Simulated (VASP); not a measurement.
# C (P6_3/mmc) in VASP: single point with PBEsol

Aim: the single point of C with PBEsol.

Everything below comes from runs of VASP 6.6.1. Logs are shortened: lines on timing, memory, paths and dates and some standing lists are left out, and cuts for length are marked.

### 1 The cell of the first run

It takes space group P6_3/mmc (No. 194, hexagonal). The conventional cell has a = 2.474 Å, b = 2.474 Å, c = 4.119 Å, α = 90.00°, β = 90.00°, γ = 120.00°. C (site symmetry 3m) has 4 C at 1.52 to 1.54 Å within 2.0 Å.

### 2 Single point, PBEsol (strained cell)

Input file INCAR:

```
PREC = Accurate
ENCUT = 1300
EDIFF = 1E-6
ISMEAR = 0
SIGMA = 0.02
LREAL = False
LASPH = True
NELM = 120
ALGO = Normal
ISIF = 2
LWAVE = False
LCHARG = True
GGA = PS
LELF = True
LVHAR = True
NBANDS = 16
GGA_COMPAT = False
```

Input file KPOINTS:

```
regular mesh
0
Gamma
  9 9 6
```

Input file POSCAR:

```
C
1.0
    2.4737402487      0.0000000000      0.0000000000
   -1.2368701244      2.1423218978      0.0000000000
    0.0000000000      0.0000000000      4.1189829197
C
4
Direct
    0.3333333333      0.6666666667     -0.0000853171
    0.6666666667      0.3333333333      0.4999146829
    0.3333333333      0.6666666667      0.3740853171
    0.6666666667      0.3333333333      0.8740853171
```

Potentials or basis: VASP PAW PBE potentials, release 64 (C_h).

Command:

```console
cat potpaw_PBE.64/C_h/POTCAR > POTCAR
mpirun -np 1 vasp_std > vasp.out
```

OUTCAR:

```text
PREC = Accurate
   ENCUT = 1300
   EDIFF = 1E-6
   ISMEAR = 0
   LREAL = False
   LASPH = True
   NELM = 120
   ISIF = 2
   GGA = PS

 ion  position               nearest neighbor table
   1  0.333  0.667  1.000-   4 1.52   4 1.52   4 1.52
   2  0.667  0.333  0.500-   3 1.52   3 1.52   3 1.52
   3  0.333  0.667  0.374-   2 1.52   2 1.52   2 1.52
   4  0.667  0.333  0.874-   1 1.52   1 1.52   1 1.52

  LATTYP: Found a hexagonal cell.
 ALAT       =     2.4737402487
 C/A-ratio  =     1.6650830344

  Lattice vectors:

 A1 = (   2.4737402487,   0.0000000000,   0.0000000000)
 A2 = (  -1.2368701244,   2.1423218978,   0.0000000000)
 A3 = (   0.0000000000,   0.0000000000,   4.1189829197)

Analysis of symmetry for initial positions (statically):
=====================================================================
 Subroutine PRICEL returns:
 Original cell was already a primitive cell.

 Routine SETGRP: Setting up the symmetry group for a
 hexagonal supercell.

 Subroutine GETGRP returns: Found 24 space group operations
 (whereof  6 operations were pure point group operations)
 out of a pool of 24 trial point group operations.

The static configuration has the point symmetry C_3v.
 The point group associated with its full space group is D_6h.

Analysis of symmetry for dynamics (positions and initial velocities):
=====================================================================
 Subroutine PRICEL returns:
 Original cell was already a primitive cell.

 Routine SETGRP: Setting up the symmetry group for a
 hexagonal supercell.

 Subroutine GETGRP returns: Found 24 space group operations
 (whereof  6 operations were pure point group operations)
 out of a pool of 24 trial point group operations.

The dynamic configuration has the point symmetry C_3v.
 The point group associated with its full space group is D_6h.

 Subroutine INISYM returns: Found 24 space group operations
 (whereof  6 operations are pure point group operations),
 and found     1 'primitive' translations

----------------------------------------------------------------------------------------

                                     Primitive cell

  volume of cell :      21.8287

  direct lattice vectors                    reciprocal lattice vectors
     2.473740249  0.000000000  0.000000000     0.404246161  0.233391630  0.000000000
    -1.236870124  2.142321898  0.000000000     0.000000000  0.466783260  0.000000000
     0.000000000  0.000000000  4.118982920     0.000000000  0.000000000  0.242778380

  length of vectors
[... 91 lines left out ...]
   NFREE  =      0    steps in history (QN), initial steepest desc. (CG)
   ISIF   =      2    stress and relaxation
   ISYM   =      2    0-nonsym 1-usesym 2-fastsym
   POTIM  = 0.5000    time-step for ionic-motion
   TEBEG  =    0.0;   TEEND  =   0.0 temperature during run
   PSTRESS=    0.0 pullay stress
   NELECT =      16.0000    total number of electrons
   NUPDOWN=      -1.0000    fix difference up-down
   EMIN   =  10.00;   EMAX   =-10.00  energy-range for DOS
   EFERMI =   0.00;   METHOD = LEGACY
   ISMEAR =     0;   SIGMA  =   0.02  broadening in eV -4-tet -1-fermi 0-gaus
   EFERMI_NEDOS =   21; number of points for ismear=-14 and -15
   IALGO  =     38    algorithm
   IMIX   =      4    mixing-type and parameters
     AMIX     =   0.40;   BMIX     =  1.00
     AMIX_MAG =   1.60;   BMIX_MAG =  1.00
  volume/ion in A,a.u.               =       5.46        36.83
  Fermi-wavevector in a.u.,A,eV,Ry     =   1.476064  2.789357 29.643901  2.178765
  Thomas-Fermi vector in A             =   2.590637
   LORBIT       =      0    0 simple, 1 ext, 2 COOP (PROOUT), +10 PAW based schemes
   GGA     = PS    functional components
   LHFCALC =     F    Hartree Fock is set to
   AEXX    =    0.0000 exact exchange contribution
   IVDW    =     0    specifies the selected vdW correction
   LEPSILON=     F    determine dielectric tensor
   LRPA    =     F    only Hartree local field effects (RPA)
 non-spin polarized calculation
 Gauss-broadening in eV      SIGMA  =   0.02
  energy-cutoff  :     1300.00
  volume of cell :       21.83
 maximum number of plane-waves:      2364
 NGX is ok and might be reduce to    30
   NGX = 15   NGY = 15   NGZ = 25

 number of electron      16.0000000 magnetization

 Free energy of the ion-electron system (eV)
  ---------------------------------------------------
  ext. energy  EPLUGINS =         0.00000000
  ---------------------------------------------------
  free energy    TOTEN  =       -38.42751051 eV

  energy without entropy =      -38.42751051  energy(sigma->0) =      -38.42751051

 E-fermi :  12.0557     XC(G=0): -13.7631

 val. band max:       11.8557492960   @ k =   0.0000   0.0000   0.0000
 cond. band min:      14.7753432829   @ k =   0.3333   0.3333   0.0000
 fundamental gap:      2.9195939869
 Fermi energy:        12.0556849367

 k-point     1 :       0.0000    0.0000    0.0000
  band No.  band energies     occupation
      1     -10.5347      2.00000
      2      -4.6894      2.00000
      3      -2.4098      2.00000
      4       8.6320      2.00000
      5       8.6320      2.00000
      6      11.2998      2.00000
[... 433 lines left out ...]
      3       0.3563      2.00000
      4       1.0941      2.00000
      5       1.0941      2.00000
      6       3.9984      2.00000
[... 8 lines left out ...]
     15      27.9401      0.00000
     16      27.9401      0.00000

 [... further k-points ...]

------------------------ aborting loop because EDIFF is reached ----------------------------------------

  FORCE on cell =-STRESS in cart. coord.  units (eV):
  Direction    XX          YY          ZZ          XY          YZ          ZX
  --------------------------------------------------------------------------------------
  -------------------------------------------------------------------------------------
  Total        1.9738739      1.9738739      2.0174564     -0.0000000     -0.0000000      0.0000000
  in kB      144.8775771    144.8775771    148.0764295     -0.0000000     -0.0000000      0.0000000
  external PRESSURE =     145.9438612 kB  Pullay stress =       0.0000000 kB

 VOLUME and BASIS-vectors are now :
 -----------------------------------------------------------------------------
  energy-cutoff  :     1300.00
  volume of cell :       21.83
      direct lattice vectors                 reciprocal lattice vectors
     2.473740249  0.000000000  0.000000000     0.404246161  0.233391630  0.000000000
    -1.236870124  2.142321898  0.000000000     0.000000000  0.466783260  0.000000000
     0.000000000  0.000000000  4.118982920     0.000000000  0.000000000  0.242778380

 POSITION                                       TOTAL-FORCE (eV/Angst)
 -----------------------------------------------------------------------------------
     -0.00000      1.42821      4.11863         0.000000      0.000000      0.000256
      1.23687      0.71411      2.05914        -0.000000     -0.000000      0.000256
     -0.00000      1.42821      1.54085         0.000000      0.000000     -0.000256
      1.23687      0.71411      3.60034        -0.000000     -0.000000     -0.000256
 -----------------------------------------------------------------------------------
    total drift:                               -0.000000      0.000000      0.000002

  FREE ENERGIE OF THE ION-ELECTRON SYSTEM (eV)
  ---------------------------------------------------
  free  energy   TOTEN  =       -38.4275105107 eV

  energy  without entropy=      -38.4275105107  energy(sigma->0) =      -38.42751051
```

stdout:

```text
POSCAR found type information on POSCAR C
 POSCAR found :  1 types and       4 ions
 scaLAPACK will be used
 -----------------------------------------------------------------------------
|                                                                             |
|                                                                             |
|     You enforced a specific xc type in the INCAR file but a different       |
|     I HOPE YOU KNOW WHAT YOU ARE DOING!                                     |
|                                                                             |
 -----------------------------------------------------------------------------

 LDA part: xc-table for (Slater+PW92), standard interpolation
 POSCAR, INCAR and KPOINTS ok, starting setup
 FFT: planning ... GRIDC
 FFT: planning ... GRID_SOFT
 FFT: planning ... GRID
 WAVECAR not read
 entering main loop
```

Wall time 27 s (1 thread of Intel Xeon Platinum 8488C (Sapphire Rapids), shared host); peak memory 0.21 GiB.

What came out:

```
Free energy            : -38.4275 eV
Pressure               : 14.6 GPa
Band gap on the k mesh : 2.92 eV (least direct gap 4.96 eV)
```

Stress tensor (GPa, compression positive):
```
14.49  0.00  0.00
 0.00 14.49  0.00
 0.00  0.00 14.81
```

Levels at points of the mesh, in eV from the valence-band top:
```tsv
k point	band 6	band 7	band 8	band 9	band 10	band 11
(0.00, 0.00, 0.00)	-0.56	0.00	0.00	4.96	4.96	5.39
(0.00, 0.00, 0.50)	-1.94	-1.94	-1.94	7.33	7.33	7.33
```

Caveat: the cell differs from its parent crystal (strained cell); the cell stands under pressure; the PAW data sets were made with another functional, which shifts forces and pressure a little.
